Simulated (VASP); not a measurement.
# Cd (P6_3/mmc) in VASP: further runs, part 3 of 3

VASP 6.6.1. The steps go on from the part before.

## 4. Relaxation of cell and atoms, PBEsol, target pressure 5 GPa, at which the enthalpy is minimised

This run uses another cell than the first one, of 21.59 Å³/atom, 1.031 times its volume.

File INCAR:

```
SYSTEM = Cd
ALGO = Normal ; EDIFF = 1E-6
EDIFFG = -0.01 ; ENCUT = 600
GGA = PS ; IBRION = 2
ISIF = 3 ; ISMEAR = -1
LASPH = .TRUE. ; LCHARG = .FALSE.
LREAL = .FALSE. ; LWAVE = .FALSE.
NELM = 80 ; NSW = 80
PREC = Accurate ; PSTRESS = 50.0
SIGMA = 0.05
```

File KPOINTS:

```
k-points
0
G
  10 10 5
  0 0 0
```

File POSCAR:

```
Cd
1.0
    2.9788700000      0.0000000000      0.0000000000
   -1.4894350000      2.5797770946      0.0000000000
    0.0000000000      0.0000000000      5.6176500000
Cd
2
Direct
    0.6666666667      0.3333333333      0.7500000000
    0.3333333333      0.6666666667      0.2500000000
```

Potentials or basis: VASP PAW PBE potentials, release 64 (Cd).

The run is started by

```console
> cat potpaw_PBE.64/Cd/POTCAR > POTCAR
> mpirun -np 1 vasp_std > vasp.out
```

OUTCAR:

```text
SYSTEM = Cd
   EDIFF = 1E-6
   EDIFFG = -0.01
   ENCUT = 600
   GGA = PS
   IBRION = 2
   ISIF = 3
   ISMEAR = -1
   LASPH = .TRUE.
   LREAL = .FALSE.
   NELM = 80
   NSW = 80
   PREC = Accurate
   PSTRESS = 50.0

 ion  position               nearest neighbor table
   1  0.667  0.333  0.750-   2 3.29   2 3.29   2 3.29   2 3.29   2 3.29   2 3.29
   2  0.333  0.667  0.250-   1 3.29   1 3.29   1 3.29   1 3.29   1 3.29   1 3.29

  LATTYP: Found a hexagonal cell.
 ALAT       =     2.9788700000
 C/A-ratio  =     1.8858325472

  Lattice vectors:

 A1 = (   2.9788700000,   0.0000000000,   0.0000000000)
 A2 = (  -1.4894350000,   2.5797770946,   0.0000000000)
 A3 = (   0.0000000000,   0.0000000000,   5.6176500000)

Analysis of symmetry for initial positions (statically):
=====================================================================
 Subroutine PRICEL returns:
 Original cell was already a primitive cell.

 Routine SETGRP: Setting up the symmetry group for a
 hexagonal supercell.

 Subroutine GETGRP returns: Found 24 space group operations
 (whereof 12 operations were pure point group operations)
 out of a pool of 24 trial point group operations.

The static configuration has the point symmetry D_3d.
 The point group associated with its full space group is D_6h.

Analysis of symmetry for dynamics (positions and initial velocities):
=====================================================================
 Subroutine PRICEL returns:
 Original cell was already a primitive cell.

 Routine SETGRP: Setting up the symmetry group for a
 hexagonal supercell.

 Subroutine GETGRP returns: Found 24 space group operations
 (whereof 12 operations were pure point group operations)
 out of a pool of 24 trial point group operations.

The dynamic configuration has the point symmetry D_3d.
 The point group associated with its full space group is D_6h.

 Subroutine INISYM returns: Found 24 space group operations
 (whereof 12 operations are pure point group operations),
 and found     1 'primitive' translations

----------------------------------------------------------------------------------------

                                     Primitive cell

  volume of cell :      43.1706

  direct lattice vectors                    reciprocal lattice vectors
     2.978870000  0.000000000  0.000000000     0.335697765  0.193815195  0.000000000
    -1.489435000  2.579777095  0.000000000     0.000000000  0.387630389  0.000000000
     0.000000000  0.000000000  5.617650000     0.000000000  0.000000000  0.178010378

  length of vectors
     2.978870000  2.978870000  5.617650000     0.387630390  0.387630389  0.178010378

  position of ions in fractional coordinates (direct lattice)
     0.666666667  0.333333333  0.750000000
     0.333333333  0.666666667  0.250000000

  ion indices of the primitive-cell ions
   primitive index   ion index
                 1           1
                 2           2

----------------------------------------------------------------------------------------

 KPOINTS: k-points

Automatic generation of k-mesh.
 Grid dimensions read from file:
 generate k-points for:   10   10    5

 Generating k-lattice:

  Cartesian coordinates                     Fractional coordinates (reciprocal lattice)
     0.033569776  0.019381519  0.000000000     0.100000000  0.000000000  0.000000000
     0.000000000  0.038763039  0.000000000     0.000000000  0.100000000  0.000000000
     0.000000000  0.000000000  0.035602076     0.000000000  0.000000000  0.200000000

  Length of vectors
     0.038763039  0.038763039  0.035602076

  Shift w.r.t. Gamma in fractional coordinates (k-lattice)
     0.000000000  0.000000000  0.000000000

 Subroutine IBZKPT returns following result:
 ===========================================

 Found     42 irreducible k-points:

 Following reciprocal coordinates:
            Coordinates               Weight
  0.000000  0.000000  0.000000      1.000000
  0.100000  0.000000  0.000000      6.000000
  0.200000  0.000000  0.000000      6.000000
  0.300000  0.000000  0.000000      6.000000
  0.400000 -0.000000  0.000000      6.000000
  0.500000  0.000000  0.000000      3.000000
[... 16 lines left out ...]
  0.300000  0.100000  0.200000     24.000000
  0.400000  0.100000  0.200000     24.000000
 [... further k-points ...]
   k-points           NKPTS =     42   k-points in BZ     NKDIM =     42   number of bands    NBANDS=     16
   number of dos      NEDOS =    301   number of ions     NIONS =      2
   total plane-waves  NPLWV =  27648
   dimension x,y,z NGX =    24 NGY =   24 NGZ =   48
   dimension x,y,z NGXF=    48 NGYF=   48 NGZF=   96
   ions per type =               2
   NGX,Y,Z   is equivalent  to a cutoff of  13.39, 13.39, 14.20 a.u.
   NGXF,Y,Z  is equivalent  to a cutoff of  26.79, 26.79, 28.41 a.u.
 SYSTEM =  Cd
   PREC   = accura    normal or accurate (medium, high low for compatibility)
   ISTART =      0    job   : 0-new  1-cont  2-samecut
   ICHARG =      2    charge: 1-file 2-atom 10-const
   ISPIN  =      1    spin polarized calculation?
   LNONCOLLINEAR =      F non collinear calculations
   LSORBIT =      F    spin-orbit coupling
   LASPH  =      T    aspherical Exc in radial PAW
   ENCUT  =  600.0 eV  44.10 Ry    6.64 a.u.   5.95  5.95 11.22*2*pi/ulx,y,z
   NELM   =     80;   NELMIN=  2; NELMDL= -5     # of ELM steps
   EDIFF  = 0.1E-05   stopping-criterion for ELM
   LREAL  =      F    real-space projection
   EDIFFG = -.1E-01   stopping-criterion for IOM
   NSW    =     80    number of steps for IOM
   IBRION =      2    ionic relax: 0-MD 1-quasi-New 2-CG
   NFREE  =      1    steps in history (QN), initial steepest desc. (CG)
   ISIF   =      3    stress and relaxation
   ISYM   =      2    0-nonsym 1-usesym 2-fastsym
   POTIM  = 0.5000    time-step for ionic-motion
   TEBEG  =    0.0;   TEEND  =   0.0 temperature during run
   PSTRESS=   50.0 pullay stress
   NELECT =      24.0000    total number of electrons
   NUPDOWN=      -1.0000    fix difference up-down
   EMIN   =  10.00;   EMAX   =-10.00  energy-range for DOS
   EFERMI =   0.00;   METHOD = LEGACY
   ISMEAR =    -1;   SIGMA  =   0.05  broadening in eV -4-tet -1-fermi 0-gaus
   EFERMI_NEDOS =   21; number of points for ismear=-14 and -15
   IALGO  =     38    algorithm
   IMIX   =      4    mixing-type and parameters
     AMIX     =   0.40;   BMIX     =  1.00
     AMIX_MAG =   1.60;   BMIX_MAG =  1.00
  volume/ion in A,a.u.               =      21.59       145.66
  Fermi-wavevector in a.u.,A,eV,Ry     =   1.346116  2.543790 24.654136  1.812028
  Thomas-Fermi vector in A             =   2.473974
   LORBIT       =      0    0 simple, 1 ext, 2 COOP (PROOUT), +10 PAW based schemes
   GGA     = PS    functional components
   LHFCALC =     F    Hartree Fock is set to
   AEXX    =    0.0000 exact exchange contribution
   IVDW    =     0    specifies the selected vdW correction
   LEPSILON=     F    determine dielectric tensor
   LRPA    =     F    only Hartree local field effects (RPA)
 conjugate gradient relaxation of ions
 non-spin polarized calculation
  energy-cutoff  :      600.00
  volume of cell :       43.17
 maximum number of plane-waves:      1462
 NGX is ok and might be reduce to    24
   NGX = 11   NGY = 11   NGZ = 23

--------------------------------------- Ionic step        1  -------------------------------------------

 number of electron      24.0000000 magnetization

 Free energy of the ion-electron system (eV)
  ---------------------------------------------------
  ext. energy  EPLUGINS =         0.00000000
  ---------------------------------------------------
  free energy    TOTEN  =        -2.40993499 eV

  energy without entropy =       -2.40777250  energy(sigma->0) =       -2.40885375

------------------------ aborting loop because EDIFF is reached ----------------------------------------

  FORCE on cell =-STRESS in cart. coord.  units (eV):
  Direction    XX          YY          ZZ          XY          YZ          ZX
  --------------------------------------------------------------------------------------
  -------------------------------------------------------------------------------------
  Total       -0.2909137     -0.2909137     -0.5110925      0.0000000     -0.0000000      0.0000000
  in kB      -10.7965817    -10.7965817    -18.9680062      0.0000000     -0.0000000      0.0000000
  external PRESSURE =     -63.5203899 kB  Pullay stress =      50.0000000 kB
[... 253 lines left out ...]
--------------------------------------- Ionic step        8  -------------------------------------------

 number of electron      24.0000012 magnetization

 Free energy of the ion-electron system (eV)
  ---------------------------------------------------
  ext. energy  EPLUGINS =         0.00000000
  ---------------------------------------------------
  free energy    TOTEN  =        -2.37612549 eV

  energy without entropy =       -2.37332624  energy(sigma->0) =       -2.37472587

 E-fermi :   3.5589     XC(G=0): -11.7362

 val. band max:        3.5368189259   @ k =   0.1000   0.0000   0.2000
 cond. band min:       3.6005063544   @ k =   0.4000  -0.0000   0.0000
 fundamental gap:      0.0636874285
 Fermi energy:         3.5589408446

 k-point     1 :       0.0000    0.0000    0.0000
  band No.  band energies     occupation
      1      -6.7288      2.00000
      2      -6.3957      2.00000
      3      -6.0236      2.00000
      4      -5.9251      2.00000
      5      -5.9251      2.00000
      6      -5.8496      2.00000
[... 433 lines left out ...]
      3      -6.3621      2.00000
      4      -6.0240      2.00000
      5      -5.7214      2.00000
      6      -5.4190      2.00000
[... 8 lines left out ...]
     15       8.9117      0.00000
     16      10.4931      0.00000

 [... further k-points ...]
[... 5 lines left out ...]
  --------------------------------------------------------------------------------------
  -------------------------------------------------------------------------------------
  Total        1.2280046      1.2280046      1.2132589      0.0000000     -0.0000000      0.0000000
  in kB       50.1554089     50.1554089     49.5531487      0.0000000     -0.0000000      0.0000000
  external PRESSURE =      -0.0453445 kB  Pullay stress =      50.0000000 kB
[... 21 lines left out ...]
  energy  without entropy=       -2.3733262419  energy(sigma->0) =       -2.37472587

  enthalpy is  TOTEN    =        -1.1519259311 eV   P V=        1.2241995583

 reached required accuracy - stopping structural energy minimisation
```

OSZICAR:

```text
N       E                     dE             d eps       ncg     rms          rms(c)
DAV:   1     0.180545515972E+03    0.18055E+03   -0.14582E+04  1344   0.169E+03
DAV:   2     0.107013240653E+01   -0.17948E+03   -0.17475E+03  1360   0.391E+02
DAV:   3    -0.258182096518E+01   -0.36520E+01   -0.36481E+01  1664   0.660E+01
[... 61 lines left out ...]
DAV:   1    -0.237651263076E+01   -0.17657E-02   -0.75091E-03  1344   0.120E+00    0.138E-01
DAV:   2    -0.237615740066E+01    0.35523E-03   -0.96658E-04  1352   0.456E-01    0.439E-02
DAV:   3    -0.237613324087E+01    0.24160E-04   -0.47261E-05  1520   0.858E-02    0.350E-02
DAV:   4    -0.237612555189E+01    0.76890E-05   -0.46887E-06  1304   0.187E-02    0.281E-03
DAV:   5    -0.237612548941E+01    0.62481E-07   -0.11723E-07   688   0.367E-03
   8 F= -.11519259E+01 E0= -.11505263E+01  d E =-.643117E-05
```

Wall time 88 s (1 thread of AMD EPYC 9R14 (Zen 4), shared host); peak memory 0.16 GiB.

What came out:

```yaml
Free_energy: -2.3761 eV
Relaxed_volume: 19.61 Å³/atom
Relaxed_cell: a = 2.915 Å, b = 2.915 Å, c = 5.329 Å, α = 90.00°, β = 90.00°, γ = 120.00°
Space_group_after_relaxing_to_0.05_Å: P6_3/mmc (No. 194)
Energy_change_on_relaxing_the_enthalpy_is_what_falls: +16.9 meV/atom
Ionic_steps: 8
Pressure_after_relaxing: 5.0 GPa
Band_gap_on_the_k_mesh: zero (band 12 reaches 4.65 eV, above the bottom of band 13 at 0.92 eV)
```

Step by step:
```csv
step,energy change (eV),largest force (eV/Å),pressure (GPa),volume (Å³)
1,0.0000,0.0000,-1.35,43.17
2,0.0931,0.0000,8.67,38.04
3,0.0349,0.0000,5.09,39.44
4,0.0335,0.0000,5.07,39.26
5,0.0350,0.0000,5.09,39.19
6,0.0354,0.0000,5.12,39.18
7,0.0352,0.0000,5.05,39.18
8,0.0338,0.0000,5.00,39.23
```

Final structure:
```
Cd
1.0
     2.91545    0.00000    0.00000
    -1.45773    2.52486    0.00000
     0.00000    0.00000    5.32905
Cd
2
Cartesian
  1.4577 0.8416 3.9968
  0.0000 1.6832 1.3323
```

Caveat: the cell is relaxed towards a set pressure, so the enthalpy falls and the energy may rise; the PAW data sets were made with another functional, which shifts forces and pressure a little.

## 5. Relaxation of cell and atoms, PBEsol, target pressure 10 GPa, at which the enthalpy is minimised

This run uses another cell than the first one, of 21.59 Å³/atom, 1.031 times its volume.

File INCAR:

```
ALGO = Normal
EDIFF = 1E-7
EDIFFG = -0.01
ENCUT = 600
GGA = PS
IBRION = 2
ISIF = 3
ISMEAR = -1
LASPH = True
LCHARG = False
LREAL = False
LWAVE = False
NELM = 100
NSW = 80
PREC = Accurate
PSTRESS = 100.0
SIGMA = 0.05
```

File KPOINTS:

```
k-points
0
Gamma
  10 10 5
```

POSCAR is that of step 4.

The run is started by

```console
> cat potpaw_PBE.64/Cd/POTCAR > POTCAR
> mpirun -np 1 vasp_std > vasp.out
```

Run time: 2 min. Hardware: 1 thread of AMD EPYC 9R14 (Zen 4), shared host; peak memory 0.16 GiB.

It converged, with:

* Free energy: -2.2799 eV
* Relaxed volume: 18.58 Å³/atom
* Relaxed cell: a = 2.887 Å, b = 2.887 Å, c = 5.146 Å, α = 90.00°, β = 90.00°, γ = 120.00°
* Space group after relaxing (to 0.05 Å): P6_3/mmc (No. 194)
* Energy change on relaxing (the enthalpy is what falls): +65.0 meV/atom
* Ionic steps: 12
* Pressure after relaxing: 10.1 GPa
* Band gap on the k mesh: zero (band 12 reaches 5.14 eV, above the bottom of band 13 at 1.76 eV)

Step by step:
| step | energy change (eV) | largest force (eV/Å) | pressure (GPa) | volume (Å³) |
| --- | --- | --- | --- | --- |
| 1 | 0.0000 | 0.0000 | -1.35 | 43.17 |
| 2 | 0.4492 | 0.0000 | 23.33 | 34.30 |
| 3 | 0.1183 | 0.0000 | 9.91 | 37.64 |
| 4 | 0.1249 | 0.0000 | 10.19 | 37.53 |
| 5 | 0.1258 | 0.0000 | 10.31 | 37.26 |
| 6 | 0.1305 | 0.0000 | 10.36 | 37.16 |
| 7 | 0.1431 | 0.0000 | 10.53 | 36.95 |
| 8 | 0.1383 | 0.0000 | 10.45 | 37.02 |
| 9 | 0.1375 | 0.0000 | 10.41 | 37.03 |
| 10 | 0.1204 | 0.0000 | 9.57 | 37.31 |
| 11 | 0.1285 | 0.0000 | 9.91 | 37.18 |
| 12 | 0.1300 | 0.0000 | 10.05 | 37.15 |

Final structure:
```
Cd
1.0
     2.88719    0.00000    0.00000
    -1.44359    2.50038    0.00000
     0.00000    0.00000    5.14631
Cd
2
Direct
  0.66667 0.33333 0.75000
  0.33333 0.66667 0.25000
```

Levels at points of the mesh, in eV from the Fermi level:
| k point | band 10 | band 11 | band 12 | band 13 | band 14 | band 15 |
| --- | --- | --- | --- | --- | --- | --- |
| (0.00, 0.00, 0.00) | -8.78 | -8.78 | -3.78 | -2.42 | 12.83 | 14.33 |
| (0.50, 0.00, 0.00) | -8.48 | -3.19 | -2.37 | 2.39 | 2.99 | 4.10 |

Caveat: the cell is relaxed towards a set pressure, so the enthalpy falls and the energy may rise; the PAW data sets were made with another functional, which shifts forces and pressure a little.

## 6. Relaxation of cell and atoms, PBEsol, target pressure 20 GPa, at which the enthalpy is minimised

This run uses another cell than the first one, of 21.59 Å³/atom, 1.031 times its volume.

File INCAR:

```
SYSTEM = Cd
PREC = Accurate
ENCUT = 600
EDIFF = 1E-6
ISMEAR = -1
SIGMA = 0.05
LREAL = .False.
LASPH = .True.
NELM = 100
ALGO = Normal
ISIF = 3
LWAVE = .False.
LCHARG = .False.
GGA = PS
IBRION = 2
NSW = 80
EDIFFG = -0.01
PSTRESS = 200.0
```

File KPOINTS:

```
Automatic mesh
0
Gamma
  10 10 5
  0 0 0
```

POSCAR is that of step 5.

Potentials or basis: VASP PAW PBE potentials, release 64 (Cd).

The run is started by

```console
> cat potpaw_PBE.64/Cd/POTCAR > POTCAR
> mpirun -np 1 vasp_std > vasp.out
```

Run time: 1.8 min. Hardware: 1 thread of AMD EPYC 9R14 (Zen 4), shared host; peak memory 0.16 GiB.

Results (log left out):

```
Free energy                                            : -2.0352 eV
Relaxed volume                                         : 17.23 Å³/atom
Relaxed cell                                           : a = 2.839 Å, b = 2.839 Å, c = 4.938 Å, α = 90.00°, β = 90.00°, γ = 120.00°
Space group after relaxing (to 0.05 Å)                 : P6_3/mmc (No. 194)
Energy change on relaxing (the enthalpy is what falls) : +187.4 meV/atom
Ionic steps                                            : 12
Pressure after relaxing                                : 20.0 GPa
Band gap on the k mesh                                 : zero (band 12 reaches 5.79 eV, above the bottom of band 13 at 2.89 eV)
```

Stress tensor (GPa, compression positive):
```
20.08  0.00  0.00
 0.00 20.08  0.00
 0.00  0.00 19.98
```

The path:
| step | energy change (eV) | largest force (eV/Å) | pressure (GPa) | volume (Å³) |
| --- | --- | --- | --- | --- |
| 1 | 0.0000 | 0.0000 | -1.35 | 43.17 |
| 2 | 2.5273 | 0.0000 | 87.78 | 27.58 |
| 3 | 0.3155 | 0.0000 | 18.28 | 35.37 |
| 4 | 0.3482 | 0.0000 | 19.46 | 35.09 |
| 5 | 0.3668 | 0.0000 | 20.20 | 34.94 |
| 6 | 0.3752 | 0.0000 | 20.48 | 34.53 |
| 7 | 0.3947 | 0.0000 | 20.90 | 34.31 |
| 8 | 0.4014 | 0.0000 | 21.07 | 34.25 |
| 9 | 0.3995 | 0.0000 | 20.97 | 34.27 |
| 10 | 0.3360 | 0.0000 | 18.54 | 34.78 |
| 11 | 0.3727 | 0.0000 | 19.91 | 34.48 |
| 12 | 0.3748 | 0.0000 | 20.05 | 34.46 |

Final structure:
```
CELL_PARAMETERS angstrom
2.83854 0.00000 0.00000
-1.41927 2.45825 0.00000
0.00000 0.00000 4.93838
ATOMIC_POSITIONS crystal
Cd 0.66667 0.33333 0.75000
Cd 0.33333 0.66667 0.25000
```

Levels at points of the mesh, in eV from the Fermi level:
| k point | band 8 | band 9 | band 10 | band 11 | band 12 | band 13 | band 14 | band 15 | band 16 |
| --- | --- | --- | --- | --- | --- | --- | --- | --- | --- |
| (0.00, 0.00, 0.00) | -9.71 | -9.71 | -9.12 | -9.12 | -4.27 | -2.18 | 13.77 | 14.14 | 15.51 |
| (0.50, 0.00, 0.00) | -9.06 | -8.88 | -8.81 | -3.74 | -2.73 | 2.50 | 2.91 | 4.51 | 5.79 |

Caveat: the cell is relaxed towards a set pressure, so the enthalpy falls and the energy may rise; the volume moved by over 15 % at a fixed basis, so the end points are rough; the PAW data sets were made with another functional, which shifts forces and pressure a little.

## 7. The runs side by side

| task | cell | cutoff (eV) | gap on the mesh (eV) | pressure (GPa) |
| --- | --- | --- | --- | --- |
| single point | a = 2.962, b = 2.962, c = 5.508 Å, angles 90.0, 90.0, 120.0°, 2 atoms | 520 | none | 0.4 |
| relaxation of cell and atoms | relaxed from a = 2.979, b = 2.979, c = 5.618 Å, angles 90.0, 90.0, 120.0°, 2 atoms | 600 | none | 0.0 |
| relaxation of cell and atoms | relaxed to 5 GPa from a = 2.979, b = 2.979, c = 5.618 Å, angles 90.0, 90.0, 120.0°, 2 atoms | 600 | none | 5.0 |
| relaxation of cell and atoms | relaxed to 10 GPa from a = 2.979, b = 2.979, c = 5.618 Å, angles 90.0, 90.0, 120.0°, 2 atoms | 600 | none | 10.1 |
| relaxation of cell and atoms | relaxed to 20 GPa from a = 2.979, b = 2.979, c = 5.618 Å, angles 90.0, 90.0, 120.0°, 2 atoms | 600 | none | 20.0 |

Alike in all rows: level PBEsol; potentials or basis VASP PAW PBE potentials, release 64 (Cd); no spin polarisation; k mesh 10 × 10 × 5; smearing fermi-dirac 0.05 eV.

Caveats: the PAW data sets were made with another functional, which shifts forces and pressure a little; the cell is relaxed towards a set pressure, so the enthalpy falls and the energy may rise (some runs); the volume moved by over 15 % at a fixed basis, so the end points are rough (some runs).

Total energies depend on the potentials used, so only differences within one code and one set of settings carry meaning.
